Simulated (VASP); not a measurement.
# CdSe (Imm2) in VASP: notebook, part 2 of 2

VASP 6.6.1. The steps go on from the part before.

### Step 3. Relaxation of the atoms, LDA (strained cell)

The input, INCAR:

```
  PREC = Accurate
  ENCUT = 450
  EDIFF = 1E-7
  ISMEAR = 0
  SIGMA = 0.02
  LREAL = F
  LASPH = T
  NELM = 120
  ALGO = Normal
  ISIF = 2
  LWAVE = F
  LCHARG = F
  GGA = CA
  IBRION = 2
  NSW = 60
  EDIFFG = -0.002
  GGA_COMPAT = F
  NELMIN = 4
```

The input, KPOINTS:

```
Automatic mesh
0
Gamma
  8 8 8
```

The input, POSCAR:

```
CdSe
1.0
   -0.0275537030      3.0065597900      3.0341134930
    3.0065597900     -0.0275537030      3.0341134930
    2.9790060870      2.9790060870      0.0000000000
Cd Se
1 1
Direct
   -0.0016523045     -0.0016523045      0.0016523045
    0.2516523045      0.2516523045      0.2483476955
```

Potentials or basis: VASP PAW LDA potentials, release 64 (Cd, Se).

Launch:

```bash
$ cat potpaw_LDA.64/Cd/POTCAR potpaw_LDA.64/Se/POTCAR > POTCAR
$ mpirun -np 1 vasp_std > vasp.out
```

OUTCAR:

```text
PREC = Accurate
   ENCUT = 450
   EDIFF = 1E-7
   ISMEAR = 0
   LREAL = F
   LASPH = T
   NELM = 120
   ISIF = 2
   GGA = CA
   IBRION = 2
   NSW = 60
   EDIFFG = -0.002
   NELMIN = 4

 ion  position               nearest neighbor table
   1  0.998  0.998  0.002-   2 2.61   2 2.61   2 2.62   2 2.62
   2  0.252  0.252  0.248-   1 2.61   1 2.61   1 2.62   1 2.62

  LATTYP: Found a body centered orthorhombic cell.
 ALAT       =     4.2129508106
 B/A-ratio  =     1.0184985879
 C/A-ratio  =     1.4403745163

  Lattice vectors:

 A1 = (   0.0275537030,  -3.0065597900,  -3.0341134930)
 A2 = (  -0.0275537030,   3.0065597900,  -3.0341134930)
 A3 = (   3.0065597900,  -0.0275537030,   3.0341134930)

Analysis of symmetry for initial positions (statically):
=====================================================================
 Subroutine PRICEL returns:
 Original cell was already a primitive cell.

 Routine SETGRP: Setting up the symmetry group for a
 body centered orthorhombic supercell.

 Subroutine GETGRP returns: Found  4 space group operations
 (whereof  4 operations were pure point group operations)
 out of a pool of  8 trial point group operations.

The static configuration has the point symmetry C_2v.

Analysis of symmetry for dynamics (positions and initial velocities):
=====================================================================
 Subroutine PRICEL returns:
 Original cell was already a primitive cell.

 Routine SETGRP: Setting up the symmetry group for a
 body centered orthorhombic supercell.

 Subroutine GETGRP returns: Found  4 space group operations
 (whereof  4 operations were pure point group operations)
 out of a pool of  8 trial point group operations.

The dynamic configuration has the point symmetry C_2v.

 Subroutine INISYM returns: Found  4 space group operations
 (whereof  4 operations are pure point group operations),
 and found     1 'primitive' translations

----------------------------------------------------------------------------------------

                                     Primitive cell

  volume of cell :      54.8485

  direct lattice vectors                    reciprocal lattice vectors
    -0.027553703  3.006559790  3.034113493    -0.164792781  0.164792781  0.164792781
     3.006559790 -0.027553703  3.034113493     0.164792781 -0.164792781  0.164792781
     2.979006087  2.979006087  0.000000000     0.167841215  0.167841215 -0.164792781

  length of vectors
     4.271534346  4.271534346  4.212950811     0.285429469  0.285429469  0.288960217

  position of ions in fractional coordinates (direct lattice)
     0.998347696  0.998347696  0.001652304
     0.251652304  0.251652304  0.248347696

  ion indices of the primitive-cell ions
   primitive index   ion index
                 1           1
                 2           2

----------------------------------------------------------------------------------------

 KPOINTS: Automatic mesh

Automatic generation of k-mesh.
 Grid dimensions read from file:
 generate k-points for:    8    8    8

 Generating k-lattice:

  Cartesian coordinates                     Fractional coordinates (reciprocal lattice)
    -0.020599098  0.020599098  0.020599098     0.125000000  0.000000000  0.000000000
[... 48 lines left out ...]
   NGXF,Y,Z  is equivalent  to a cutoff of  23.35, 23.35, 23.68 a.u.
 SYSTEM =  unknown system
   PREC   = accura    normal or accurate (medium, high low for compatibility)
   ISTART =      0    job   : 0-new  1-cont  2-samecut
   ICHARG =      2    charge: 1-file 2-atom 10-const
   ISPIN  =      1    spin polarized calculation?
   LNONCOLLINEAR =      F non collinear calculations
   LSORBIT =      F    spin-orbit coupling
   LASPH  =      T    aspherical Exc in radial PAW
   ENCUT  =  450.0 eV  33.07 Ry    5.75 a.u.   7.39  7.39  7.29*2*pi/ulx,y,z
   NELM   =    120;   NELMIN=  4; NELMDL= -5     # of ELM steps
   EDIFF  = 0.1E-06   stopping-criterion for ELM
   LREAL  =      F    real-space projection
   EDIFFG = -.2E-02   stopping-criterion for IOM
   NSW    =     60    number of steps for IOM
   IBRION =      2    ionic relax: 0-MD 1-quasi-New 2-CG
   NFREE  =      1    steps in history (QN), initial steepest desc. (CG)
   ISIF   =      2    stress and relaxation
   ISYM   =      2    0-nonsym 1-usesym 2-fastsym
   POTIM  = 0.5000    time-step for ionic-motion
   TEBEG  =    0.0;   TEEND  =   0.0 temperature during run
   PSTRESS=    0.0 pullay stress
   NELECT =      18.0000    total number of electrons
   NUPDOWN=      -1.0000    fix difference up-down
   EMIN   =  10.00;   EMAX   =-10.00  energy-range for DOS
   EFERMI =   0.00;   METHOD = LEGACY
   ISMEAR =     0;   SIGMA  =   0.02  broadening in eV -4-tet -1-fermi 0-gaus
   EFERMI_NEDOS =   21; number of points for ismear=-14 and -15
   IALGO  =     38    algorithm
   IMIX   =      4    mixing-type and parameters
     AMIX     =   0.40;   BMIX     =  1.00
     AMIX_MAG =   1.60;   BMIX_MAG =  1.00
  volume/ion in A,a.u.               =      27.42       185.07
  Fermi-wavevector in a.u.,A,eV,Ry     =   1.129217  2.133910 17.349204  1.275131
  Thomas-Fermi vector in A             =   2.265909
   LORBIT       =      0    0 simple, 1 ext, 2 COOP (PROOUT), +10 PAW based schemes
   GGA     = CA    functional components
   LHFCALC =     F    Hartree Fock is set to
   AEXX    =    0.0000 exact exchange contribution
   IVDW    =     0    specifies the selected vdW correction
   LEPSILON=     F    determine dielectric tensor
   LRPA    =     F    only Hartree local field effects (RPA)
 conjugate gradient relaxation of ions
 non-spin polarized calculation
 Gauss-broadening in eV      SIGMA  =   0.02
  energy-cutoff  :      450.00
  volume of cell :       54.85
 maximum number of plane-waves:      1219
 NGX is ok and might be reduce to    30
   NGX = 15   NGY = 15   NGZ = 15

--------------------------------------- Ionic step        1  -------------------------------------------

 number of electron      18.0000004 magnetization

 Free energy of the ion-electron system (eV)
  ---------------------------------------------------
  ext. energy  EPLUGINS =         0.00000000
  ---------------------------------------------------
  free energy    TOTEN  =        -6.75974864 eV

  energy without entropy =       -6.75974864  energy(sigma->0) =       -6.75974864

------------------------ aborting loop because EDIFF is reached ----------------------------------------

  FORCE on cell =-STRESS in cart. coord.  units (eV):
  Direction    XX          YY          ZZ          XY          YZ          ZX
  --------------------------------------------------------------------------------------
  -------------------------------------------------------------------------------------
  Total       -0.0930734     -0.0930734     -0.1533179      0.1766932      0.0000000      0.0000000
  in kB       -2.7187623     -2.7187623     -4.4785613      5.1613747      0.0000000      0.0000000
  external PRESSURE =      -3.3053620 kB  Pullay stress =       0.0000000 kB
[... 59 lines left out ...]
--------------------------------------- Ionic step        3  -------------------------------------------

 number of electron      18.0000003 magnetization

 Free energy of the ion-electron system (eV)
  ---------------------------------------------------
  ext. energy  EPLUGINS =         0.00000000
  ---------------------------------------------------
  free energy    TOTEN  =        -6.75978315 eV

  energy without entropy =       -6.75978315  energy(sigma->0) =       -6.75978315

 E-fermi :   1.1604     XC(G=0):  -9.4029

 val. band max:        1.0753013643   @ k =   0.0000   0.0000   0.0000
 cond. band min:       1.4343571922   @ k =   0.0000   0.0000   0.0000
 fundamental gap:      0.3590558278
 Fermi energy:         1.1604045799

 k-point     1 :       0.0000    0.0000    0.0000
  band No.  band energies     occupation
      1     -11.7695      2.00000
      2      -7.0252      2.00000
      3      -7.0239      2.00000
      4      -7.0138      2.00000
      5      -6.6159      2.00000
      6      -6.6121      2.00000
      7       0.9899      2.00000
      8       0.9989      2.00000
      9       1.0753      2.00000
     10       1.4344      0.00000
     11       6.7146      0.00000
     12       6.8234      0.00000
     13       6.9257      0.00000
[... 354 lines left out ...]
  band No.  band energies     occupation
      1     -11.5801      2.00000
      2      -6.9563      2.00000
      3      -6.9407      2.00000
      4      -6.8635      2.00000
      5      -6.6281      2.00000
      6      -6.5969      2.00000
      7      -1.4398      2.00000
      8       0.2937      2.00000
      9       0.3832      2.00000
     10       3.6789      0.00000
     11       5.9064      0.00000
     12       7.6107      0.00000
     13       7.8267      0.00000

 [... further k-points ...]
[... 5 lines left out ...]
  --------------------------------------------------------------------------------------
  -------------------------------------------------------------------------------------
  Total       -0.0950796     -0.0950796     -0.1558408      0.1515025      0.0000000      0.0000000
  in kB       -2.7773651     -2.7773651     -4.5522562      4.4255308      0.0000000      0.0000000
  external PRESSURE =      -3.3689955 kB  Pullay stress =       0.0000000 kB
[... 17 lines left out ...]
  FREE ENERGIE OF THE ION-ELECTRON SYSTEM (eV)
  ---------------------------------------------------
  free  energy   TOTEN  =        -6.7597831476 eV

  energy  without entropy=       -6.7597831476  energy(sigma->0) =       -6.75978315

 reached required accuracy - stopping structural energy minimisation
```

Run time: 81 s. Hardware: 1 thread of Intel Xeon 8259CL, shared host; peak memory 0.19 GiB.

What came out:

```
Free energy               : -6.7598 eV
Energy gained by relaxing : 0.0 meV/atom
Ionic steps               : 3
Pressure after relaxing   : -0.3 GPa
Band gap on the k mesh    : 0.36 eV
```

Stress tensor (GPa, compression positive):
```
-0.28  0.44  0.00
 0.44 -0.28  0.00
 0.00  0.00 -0.46
```

Final structure:
```cif
data_structure
_symmetry_space_group_name_H-M 'P 1'
_symmetry_Int_Tables_number 1
_cell_length_a 4.2715
_cell_length_b 4.2715
_cell_length_c 4.2130
_cell_angle_alpha 60.453
_cell_angle_beta 60.453
_cell_angle_gamma 60.300
_cell_volume 54.85
loop_
_atom_site_label
_atom_site_type_symbol
_atom_site_fract_x
_atom_site_fract_y
_atom_site_fract_z
_atom_site_occupancy
Cd1 Cd 0.99804 0.99804 0.00196 1
Se1 Se 0.25196 0.25196 0.24804 1
```

Levels at points of the mesh, in eV from the valence-band top:
```tsv
k point	band 7	band 8	band 9	band 10	band 11	band 12
(0.00, 0.00, 0.00)	-0.09	-0.08	0.00	0.36	5.64	5.75
(0.50, 0.00, 0.00)	-4.71	-0.88	-0.77	2.23	6.28	6.36
(0.50, 0.50, 0.00)	-4.37	-2.08	-1.92	2.83	3.66	8.89
(0.00, 0.00, 0.50)	-4.66	-0.89	-0.87	2.11	6.19	6.25
(0.50, 0.00, 0.50)	-4.31	-2.05	-2.03	2.82	3.55	8.96
```

Caveat: the cell differs from its parent crystal (strained cell); semilocal functionals underestimate gaps, and a narrow one can read as zero.
